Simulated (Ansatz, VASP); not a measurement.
# Two plane-wave programs on ScAl3

Contents of POSCAR:

```
ScAl3
1.0
    4.0853436157      0.0000000000      0.0000000000
    0.0000000000      4.0853436157      0.0000000000
    0.0000000000      0.0000000000      4.0853436157
Sc Al
1 3
Direct
    0.0000000000      0.0000000000      0.0000000000
    0.5000000000      0.0000000000      0.5000000000
    0.0000000000      0.5000000000      0.5000000000
    0.5000000000      0.5000000000      0.0000000000
```

Contents of INCAR.step1:

```
PREC = Accurate
ENCUT = 520
ISMEAR = 0
SIGMA = 0.05
LREAL = False
LASPH = True
NELM = 100
NBANDS = 18
GGA = PE
ALGO = Normal
EDIFF = 1E-4
LWAVE = True
LCHARG = False
```

File INCAR.step2:

```
PREC = Accurate
ENCUT = 520
EDIFF = 1E-7
ISMEAR = 0
SIGMA = 0.05
LREAL = False
LASPH = True
NELM = 100
ALGO = Normal
ISIF = 2
LWAVE = False
LCHARG = False
METAGGA = R2SCAN
LMIXTAU = True
NBANDS = 18
ISTART = 1
```

KPOINTS

```
regular mesh
0
Gamma
  10 10 10
```

Input for Ansatz:

```yaml
crystal:
  lattice:
    - [4.0853436157, 0.0, 0.0]
    - [0.0, 4.0853436157, 0.0]
    - [0.0, 0.0, 4.0853436157]
  atoms:
    - { symbol: Sc, position: [0.0, 0.0, 0.0] }
    - { symbol: Al, position: [0.5, 0.0, 0.5] }
    - { symbol: Al, position: [0.0, 0.5, 0.5] }
    - { symbol: Al, position: [0.5, 0.5, 0.0] }
basis:
  ecutwfc: 500
  ecutrho_ratio: 4
kpoints:
  mp_grid: { grid: [10, 10, 10] }
hamiltonian:
  xc: r2scan
scf:
  occupations: { method: gaussian, width: 0.05 }
output:
  forces: true
  stress: true
  eigenvalues: true
```

Alike in both runs: task single point; functional r2SCAN; k mesh 10 × 10 × 10; occupations gaussian, width 0.05 eV; no spin polarisation.

|  | VASP | Ansatz |
| --- | --- | --- |
| version | VASP 6.6.1 | Ansatz 0.2.0 |
| potentials or method | VASP PAW PBE potentials, release 64 (Sc_sv, Al), cutoff 520 eV | scalar-relativistic, plane waves, PAW |
| valence electrons in the cell | 20 | 20 |

```csv
,VASP,Ansatz,Ansatz less VASP
gap on the k mesh at the Fermi level (eV),none,none,-
pressure (GPa),0.0,0.0,0.00
```

VASP's potentials were made for PBE, not for r2SCAN. A gap of «none» marks a metal or a gap that the smearing closes. With one functional, cell and mesh, what is left measures potentials, basis and numerics.
